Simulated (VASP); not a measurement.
# GaSb in VASP: a series of runs

GaSb is run at these levels: PBE; tasks: single point.

All numbers are computed with VASP 6.6.1; they aren't measurements. Logs are shortened: lines on timing, memory, paths and dates and some standing lists are left out, and cuts for length are marked.

### 1 The cell of the first run

It takes space group F-43m (No. 216, cubic). Conventional cell: a = 6.118 Å, b = 6.118 Å, c = 6.118 Å, α = 90.00°, β = 90.00°, γ = 90.00°. Within 3.5 Å of Ga (site symmetry -43m) lie 4 Sb at 2.65 Å. Within 3.5 Å of Sb (site symmetry -43m) lie 4 Ga at 2.65 Å.

### 2 Single point, PBE

INCAR reads:

```
SYSTEM = GaSb
PREC = Accurate ; ENCUT = 520
EDIFF = 1E-6 ; ISMEAR = -1
SIGMA = 0.08 ; LREAL = .FALSE.
LASPH = .TRUE. ; NELM = 80
ALGO = Normal ; ISIF = 2
LWAVE = .FALSE. ; LCHARG = .FALSE.
GGA = PE ; NBANDS = 16
```

KPOINTS reads:

```
regular mesh
0
G
  12 12 12
  0 0 0
```

POSCAR reads:

```
GaSb
1.0
    0.0000000000      3.0590000000      3.0590000000
    3.0590000000      0.0000000000      3.0590000000
    3.0590000000      3.0590000000      0.0000000000
Ga Sb
1 1
Direct
    0.0000000000      0.0000000000      0.0000000000
    0.7500000000      0.7500000000      0.7500000000
```

Potentials or basis: VASP PAW PBE potentials, release 64 (Ga_d, Sb).

On the command line:

```sh
cat potpaw_PBE.64/Ga_d/POTCAR potpaw_PBE.64/Sb/POTCAR > POTCAR
mpirun -np 1 vasp_std > vasp.out
```

OUTCAR:

```text
SYSTEM = GaSb
   PREC = Accurate
   ENCUT = 520
   EDIFF = 1E-6
   ISMEAR = -1
   LREAL = .FALSE.
   LASPH = .TRUE.
   NELM = 80
   ISIF = 2
   GGA = PE

 ion  position               nearest neighbor table
   1  0.000  0.000  0.000-   2 2.65   2 2.65   2 2.65   2 2.65
   2  0.750  0.750  0.750-   1 2.65   1 2.65   1 2.65   1 2.65

  LATTYP: Found a face centered cubic cell.
 ALAT       =     6.1180000000

  Lattice vectors:

 A1 = (   0.0000000000,   3.0590000000,   3.0590000000)
 A2 = (   3.0590000000,   0.0000000000,   3.0590000000)
 A3 = (   3.0590000000,   3.0590000000,   0.0000000000)

Analysis of symmetry for initial positions (statically):
=====================================================================
 Subroutine PRICEL returns:
 Original cell was already a primitive cell.

 Routine SETGRP: Setting up the symmetry group for a
 face centered cubic supercell.

 Subroutine GETGRP returns: Found 24 space group operations
 (whereof 24 operations were pure point group operations)
 out of a pool of 48 trial point group operations.

The static configuration has the point symmetry T_d .

Analysis of symmetry for dynamics (positions and initial velocities):
=====================================================================
 Subroutine PRICEL returns:
 Original cell was already a primitive cell.

 Routine SETGRP: Setting up the symmetry group for a
 face centered cubic supercell.

 Subroutine GETGRP returns: Found 24 space group operations
 (whereof 24 operations were pure point group operations)
 out of a pool of 48 trial point group operations.

The dynamic configuration has the point symmetry T_d .

 Subroutine INISYM returns: Found 24 space group operations
 (whereof 24 operations are pure point group operations),
 and found     1 'primitive' translations

----------------------------------------------------------------------------------------

                                     Primitive cell

  volume of cell :      57.2491

  direct lattice vectors                    reciprocal lattice vectors
     0.000000000  3.059000000  3.059000000    -0.163452109  0.163452109  0.163452109
     3.059000000  0.000000000  3.059000000     0.163452109 -0.163452109  0.163452109
     3.059000000  3.059000000  0.000000000     0.163452109  0.163452109 -0.163452109

  length of vectors
     4.326079287  4.326079287  4.326079287     0.283107357  0.283107357  0.283107357

  position of ions in fractional coordinates (direct lattice)
     0.000000000  0.000000000  0.000000000
     0.750000000  0.750000000  0.750000000

  ion indices of the primitive-cell ions
   primitive index   ion index
                 1           1
                 2           2

----------------------------------------------------------------------------------------

 KPOINTS: regular mesh

Automatic generation of k-mesh.
 Grid dimensions read from file:
 generate k-points for:   12   12   12

 Generating k-lattice:

  Cartesian coordinates                     Fractional coordinates (reciprocal lattice)
    -0.013621009  0.013621009  0.013621009     0.083333333  0.000000000  0.000000000
     0.013621009 -0.013621009  0.013621009     0.000000000  0.083333333  0.000000000
     0.013621009  0.013621009 -0.013621009     0.000000000  0.000000000  0.083333333

  Length of vectors
     0.023592280  0.023592280  0.023592280

  Shift w.r.t. Gamma in fractional coordinates (k-lattice)
     0.000000000  0.000000000  0.000000000

 Subroutine IBZKPT returns following result:
 ===========================================

 Found     72 irreducible k-points:

 Following reciprocal coordinates:
            Coordinates               Weight
  0.000000  0.000000  0.000000      1.000000
  0.083333  0.000000  0.000000      8.000000
  0.166667  0.000000  0.000000      8.000000
  0.250000  0.000000  0.000000      8.000000
  0.333333  0.000000  0.000000      8.000000
  0.416667  0.000000  0.000000      8.000000
[... 16 lines left out ...]
  0.500000  0.166667  0.000000     24.000000
 -0.416667  0.166667  0.000000     24.000000
 [... further k-points ...]
   k-points           NKPTS =     72   k-points in BZ     NKDIM =     72   number of bands    NBANDS=     16
   number of dos      NEDOS =    301   number of ions     NIONS =      2
   total plane-waves  NPLWV =  32768
   dimension x,y,z NGX =    32 NGY =   32 NGZ =   32
   dimension x,y,z NGXF=    64 NGYF=   64 NGZF=   64
   ions per type =               1   1
   NGX,Y,Z   is equivalent  to a cutoff of  12.30, 12.30, 12.30 a.u.
   NGXF,Y,Z  is equivalent  to a cutoff of  24.59, 24.59, 24.59 a.u.
 SYSTEM =  GaSb
   PREC   = accura    normal or accurate (medium, high low for compatibility)
   ISTART =      0    job   : 0-new  1-cont  2-samecut
   ICHARG =      2    charge: 1-file 2-atom 10-const
   ISPIN  =      1    spin polarized calculation?
   LNONCOLLINEAR =      F non collinear calculations
   LSORBIT =      F    spin-orbit coupling
   LASPH  =      T    aspherical Exc in radial PAW
   ENCUT  =  520.0 eV  38.22 Ry    6.18 a.u.   8.04  8.04  8.04*2*pi/ulx,y,z
   NELM   =     80;   NELMIN=  2; NELMDL= -5     # of ELM steps
   EDIFF  = 0.1E-05   stopping-criterion for ELM
   LREAL  =      F    real-space projection
   EDIFFG = 0.1E-04   stopping-criterion for IOM
   NSW    =      0    number of steps for IOM
   IBRION =     -1    ionic relax: 0-MD 1-quasi-New 2-CG
   NFREE  =      0    steps in history (QN), initial steepest desc. (CG)
   ISIF   =      2    stress and relaxation
   ISYM   =      2    0-nonsym 1-usesym 2-fastsym
   POTIM  = 0.5000    time-step for ionic-motion
   TEBEG  =    0.0;   TEEND  =   0.0 temperature during run
   PSTRESS=    0.0 pullay stress
   NELECT =      18.0000    total number of electrons
   NUPDOWN=      -1.0000    fix difference up-down
   EMIN   =  10.00;   EMAX   =-10.00  energy-range for DOS
   EFERMI =   0.00;   METHOD = LEGACY
   ISMEAR =    -1;   SIGMA  =   0.08  broadening in eV -4-tet -1-fermi 0-gaus
   EFERMI_NEDOS =   21; number of points for ismear=-14 and -15
   IALGO  =     38    algorithm
   IMIX   =      4    mixing-type and parameters
     AMIX     =   0.40;   BMIX     =  1.00
     AMIX_MAG =   1.60;   BMIX_MAG =  1.00
  volume/ion in A,a.u.               =      28.62       193.17
  Fermi-wavevector in a.u.,A,eV,Ry     =   1.113208  2.103657 16.860766  1.239231
  Thomas-Fermi vector in A             =   2.249790
   LORBIT       =      0    0 simple, 1 ext, 2 COOP (PROOUT), +10 PAW based schemes
   GGA     = PE    functional components
   LHFCALC =     F    Hartree Fock is set to
   AEXX    =    0.0000 exact exchange contribution
   IVDW    =     0    specifies the selected vdW correction
   LEPSILON=     F    determine dielectric tensor
   LRPA    =     F    only Hartree local field effects (RPA)
 non-spin polarized calculation
  energy-cutoff  :      520.00
  volume of cell :       57.25
 maximum number of plane-waves:      1572
   NGX = 17   NGY = 17   NGZ = 17

 number of electron      17.9999986 magnetization

 Free energy of the ion-electron system (eV)
  ---------------------------------------------------
  ext. energy  EPLUGINS =         0.00000000
  ---------------------------------------------------
  free energy    TOTEN  =        -7.35300922 eV

  energy without entropy =       -7.35229102  energy(sigma->0) =       -7.35265012

 E-fermi :   5.0272     XC(G=0):  -9.0898

 val. band max:        4.9055939362   @ k =   0.0000   0.0000   0.0000
 cond. band min:       5.2726942519   @ k =   0.5000   0.0000   0.0000
 fundamental gap:      0.3671003157
 Fermi energy:         5.0272199354

 k-point     1 :       0.0000    0.0000    0.0000
  band No.  band energies     occupation
      1     -10.1632      2.00000
      2     -10.1632      2.00000
      3     -10.1632      2.00000
      4     -10.1135      2.00000
      5     -10.1135      2.00000
      6      -6.6074      2.00000
[... 8 lines left out ...]
     15      13.4615      0.00000
     16      13.4615      0.00000

 k-point     2 :       0.0833    0.0000    0.0000
  band No.  band energies     occupation
      1     -10.1651      2.00000
      2     -10.1624      2.00000
      3     -10.1624      2.00000
      4     -10.1136      2.00000
      5     -10.1136      2.00000
      6      -6.5359      2.00000
[... 8 lines left out ...]
     15      12.9480      0.00000
     16      12.9480      0.00000

 k-point     3 :       0.1667    0.0000    0.0000
  band No.  band energies     occupation
      1     -10.1703      2.00000
      2     -10.1602      2.00000
      3     -10.1602      2.00000
      4     -10.1138      2.00000
      5     -10.1138      2.00000
      6      -6.3256      2.00000
[... 8 lines left out ...]
     15      12.4742      0.00000
     16      12.4742      0.00000

 k-point     4 :       0.2500    0.0000    0.0000
  band No.  band energies     occupation
      1     -10.1772      2.00000
      2     -10.1573      2.00000
      3     -10.1573      2.00000
      4     -10.1138      2.00000
      5     -10.1138      2.00000
      6      -5.9921      2.00000
[... 8 lines left out ...]
     15      12.4528      0.00000
     16      12.4528      0.00000
[... 324 lines left out ...]
 k-point    22 :       0.4167    0.1667    0.0000
  band No.  band energies     occupation
      1     -10.1915      2.00000
      2     -10.1510      2.00000
      3     -10.1495      2.00000
      4     -10.1172      2.00000
      5     -10.1120      2.00000
      6      -5.1974      2.00000
[... 8 lines left out ...]
     15      14.0616      0.00000
     16      14.7433      0.00000

 k-point    23 :       0.5000    0.1667    0.0000
  band No.  band energies     occupation
      1     -10.1939      2.00000
      2     -10.1502      2.00000
      3     -10.1487      2.00000
      4     -10.1162      2.00000
      5     -10.1125      2.00000
      6      -4.8486      2.00000
[... 8 lines left out ...]
     15      14.6539      0.00000
     16      14.8093      0.00000

 k-point    24 :      -0.4167    0.1667    0.0000
  band No.  band energies     occupation
      1     -10.1937      2.00000
      2     -10.1502      2.00000
      3     -10.1493      2.00000
      4     -10.1150      2.00000
      5     -10.1135      2.00000
      6      -4.7911      2.00000
[... 8 lines left out ...]
     15      13.5574      0.00000
     16      14.0166      0.00000

 [... further k-points ...]

------------------------ aborting loop because EDIFF is reached ----------------------------------------

  FORCE on cell =-STRESS in cart. coord.  units (eV):
  Direction    XX          YY          ZZ          XY          YZ          ZX
  --------------------------------------------------------------------------------------
  -------------------------------------------------------------------------------------
  Total        0.8596105      0.8596105      0.8596105      0.0000000      0.0000000     -0.0000000
  in kB       24.0571331     24.0571331     24.0571331      0.0000000      0.0000000     -0.0000000
  external PRESSURE =      24.0571331 kB  Pullay stress =       0.0000000 kB

 VOLUME and BASIS-vectors are now :
 -----------------------------------------------------------------------------
  energy-cutoff  :      520.00
  volume of cell :       57.25
      direct lattice vectors                 reciprocal lattice vectors
     0.000000000  3.059000000  3.059000000    -0.163452109  0.163452109  0.163452109
     3.059000000  0.000000000  3.059000000     0.163452109 -0.163452109  0.163452109
     3.059000000  3.059000000  0.000000000     0.163452109  0.163452109 -0.163452109

 POSITION                                       TOTAL-FORCE (eV/Angst)
 -----------------------------------------------------------------------------------
      0.00000      0.00000      0.00000         0.000000      0.000000      0.000000
      4.58850      4.58850      4.58850        -0.000000     -0.000000     -0.000000
 -----------------------------------------------------------------------------------
    total drift:                               -0.000002     -0.000002     -0.000002

  FREE ENERGIE OF THE ION-ELECTRON SYSTEM (eV)
  ---------------------------------------------------
  free  energy   TOTEN  =        -7.3530092226 eV

  energy  without entropy=       -7.3522910179  energy(sigma->0) =       -7.35265012
```

Run time: 59 s. Hardware: 1 thread of AMD EPYC 7R43 (Zen 3), shared host; peak memory 0.18 GiB.

Results:

```
Free energy            : -7.3530 eV
Pressure               : 2.4 GPa
Band gap on the k mesh : 0.04 eV
```

Levels at points of the mesh, in eV from the valence-band top:
```tsv
k point	band 7	band 8	band 9	band 10	band 11	band 12
(0.00, 0.00, 0.00)	0.00	0.00	0.00	0.04	2.78	2.78
(0.50, 0.00, 0.00)	-6.36	-1.15	-1.15	0.40	3.75	3.75
(0.50, 0.50, 0.00)	-6.81	-2.57	-2.57	0.91	1.25	8.68
```

Caveat: the smearing spreads over this small gap; semilocal functionals underestimate gaps, and a narrow one can read as zero; spin-orbit coupling is left out, which moves the levels of the heavy elements.

### 3 Single point, PBE

INCAR reads:

```
PREC = Accurate
ENCUT = 520
EDIFF = 1E-7
ISMEAR = -1
SIGMA = 0.08
LREAL = F
LASPH = T
NELM = 80
ALGO = Normal
ISIF = 2
LWAVE = F
LCHARG = F
GGA = PE
NBANDS = 16
```

KPOINTS reads:

```
Automatic mesh
0
Gamma
  12 12 12
```

POSCAR is that of step 2.

Potentials or basis: VASP PAW PBE potentials, release 64 (Ga_d, Sb).

On the command line:

```sh
cat potpaw_PBE.64/Ga_d/POTCAR potpaw_PBE.64/Sb/POTCAR > POTCAR
mpirun -np 1 vasp_std > vasp.out
```

It took 62 s on 1 thread of AMD EPYC 7R43 (Zen 3), shared host; peak memory 0.18 GiB.

Results (log left out):

```yaml
Free_energy: -7.3530 eV
Pressure: 2.4 GPa
Band_gap_on_the_k_mesh: 0.04 eV
```

Levels at points of the mesh, in eV from the valence-band top:
```tsv
k point	band 6	band 7	band 8	band 9	band 10	band 11	band 12	band 13
(0.00, 0.00, 0.00)	-11.48	0.00	0.00	0.00	0.04	2.78	2.78	2.78
(0.50, 0.00, 0.00)	-9.85	-6.36	-1.15	-1.15	0.40	3.75	3.75	6.47
(0.50, 0.50, 0.00)	-9.02	-6.81	-2.57	-2.57	0.91	1.25	8.68	8.68
```

Caveat: the smearing spreads over this small gap; semilocal functionals underestimate gaps, and a narrow one can read as zero; spin-orbit coupling is left out, which moves the levels of the heavy elements. A k mesh can miss the band edges.

### 4 Single point, PBE (z stretched by -1 % at fixed volume)

INCAR reads:

```
PREC = Accurate
ENCUT = 520
EDIFF = 1E-6
ISMEAR = -1
SIGMA = 0.08
LREAL = False
LASPH = True
NELM = 60
ALGO = Normal
ISIF = 2
LWAVE = False
LCHARG = False
GGA = PE
NBANDS = 16
```

KPOINTS is that of step 3.

POSCAR reads:

```
GaSb
1.0
    0.0000000000      3.0744106770      3.0284100000
    3.0744106770      0.0000000000      3.0284100000
    3.0744106770      3.0744106770      0.0000000000
Ga Sb
1 1
Direct
    0.0000000000      0.0000000000      0.0000000000
    0.7500000000      0.7500000000      0.7500000000
```

On the command line:

```sh
cat potpaw_PBE.64/Ga_d/POTCAR potpaw_PBE.64/Sb/POTCAR > POTCAR
mpirun -np 1 vasp_std > vasp.out
```

Wall time 2.3 min (1 thread of AMD EPYC 7R43 (Zen 3), shared host); peak memory 0.26 GiB.

The run converged. Its results:

```
Free energy            : -7.3519 eV
Pressure               : 2.4 GPa
Band gap on the k mesh : 0.02 eV
```

Stress tensor (GPa, compression positive):
```
2.20 0.00 0.00
0.00 2.20 0.00
0.00 0.00 2.82
```

Levels at points of the mesh, in eV from the valence-band top:
```csv
k point,band 7,band 8,band 9,band 10,band 11,band 12
"(0.00, 0.00, 0.00)",-0.06,-0.06,0.00,0.02,2.71,2.76
"(0.50, 0.00, 0.00)",-6.40,-1.25,-1.13,0.37,3.67,3.76
"(0.50, 0.50, 0.00)",-6.80,-2.67,-2.67,0.79,1.16,8.66
"(0.50, 0.00, 0.50)",-6.87,-2.58,-2.57,0.91,1.25,8.63
```

Caveat: the smearing spreads over this small gap; semilocal functionals underestimate gaps, and a narrow one can read as zero; spin-orbit coupling is left out, which moves the levels of the heavy elements.

### 5 Single point, PBE (x and y stretched by +2 %, z held)

INCAR reads:

```
  PREC = Accurate
  ENCUT = 520
  EDIFF = 1E-7
  ISMEAR = -1
  SIGMA = 0.08
  LREAL = False
  LASPH = True
  NELM = 80
  ALGO = Normal
  ISIF = 2
  LWAVE = False
  LCHARG = True
  GGA = PE
  LELF = True
  LVHAR = True
  NBANDS = 16
```

KPOINTS reads:

```
regular mesh
0
Gamma
  12 12 12
```

POSCAR reads:

```
GaSb
1.0
    0.0000000000      3.1201800000      3.0590000000
    3.1201800000      0.0000000000      3.0590000000
    3.1201800000      3.1201800000      0.0000000000
Ga Sb
1 1
Direct
    0.0000000000      0.0000000000      0.0000000000
    0.7500000000      0.7500000000      0.7500000000
```

On the command line:

```sh
cat potpaw_PBE.64/Ga_d/POTCAR potpaw_PBE.64/Sb/POTCAR > POTCAR
mpirun -np 1 vasp_std > vasp.out
```

Wall time 3.2 min (1 thread of AMD EPYC 7R43 (Zen 3), shared host); peak memory 0.27 GiB.

Results (log left out):

| Item | Value |
| --- | --- |
| Free energy | -7.3708 eV |
| Pressure | 0.4 GPa |
| Band gap on the k mesh | 0.11 eV |

Stress tensor (GPa, compression positive):
```
0.13 0.00 0.00
0.00 0.13 0.00
0.00 0.00 0.92
```

Levels at points of the mesh, in eV from the valence-band top:
| k point | band 5 | band 6 | band 7 | band 8 | band 9 | band 10 | band 11 | band 12 | band 13 | band 14 |
| --- | --- | --- | --- | --- | --- | --- | --- | --- | --- | --- |
| (0.00, 0.00, 0.00) | -14.88 | -11.17 | -0.21 | 0.00 | 0.00 | 0.11 | 2.79 | 2.84 | 2.84 | 5.81 |
| (0.50, 0.00, 0.00) | -14.88 | -9.65 | -6.14 | -1.13 | -0.98 | 0.36 | 3.73 | 3.84 | 6.53 | 9.12 |
| (0.50, 0.50, 0.00) | -14.87 | -8.83 | -6.54 | -2.48 | -2.48 | 0.89 | 1.29 | 8.47 | 8.47 | 9.81 |
| (0.50, 0.00, 0.50) | -14.88 | -8.90 | -6.63 | -2.37 | -2.35 | 1.03 | 1.40 | 8.43 | 8.44 | 9.73 |

Caveat: the cell differs from its parent crystal (x and y stretched by +2 %, z held); the smearing spreads over this small gap; semilocal functionals underestimate gaps, and a narrow one can read as zero; spin-orbit coupling is left out, which moves the levels of the heavy elements.

### 6 Overview

```tsv
cell	gap on the mesh (eV)	pressure (GPa)
a = 4.326 Å, angles 60.0°, 2 atoms	0.04	2.4
a = 4.315, b = 4.315, c = 4.348 Å, angles 59.8, 59.8, 60.5°, 2 atoms	0.02	2.4
a = 4.370, b = 4.370, c = 4.413 Å, angles 59.7, 59.7, 60.7°, 2 atoms	0.11	0.4
```

Alike in all rows: task single point; level PBE; potentials or basis VASP PAW PBE potentials, release 64 (Ga_d, Sb); no spin polarisation; k mesh 12 × 12 × 12; cutoff (eV) 520; smearing fermi-dirac 0.08 eV.

Caveats: the smearing spreads over this small gap; semilocal functionals underestimate gaps, and a narrow one can read as zero; spin-orbit coupling is left out, which moves the levels of the heavy elements.

Total energies depend on the potentials used, so only differences within one code and one set of settings carry meaning.

The gap in the log of VASP goes by the Fermi energy; the results here count the filled bands.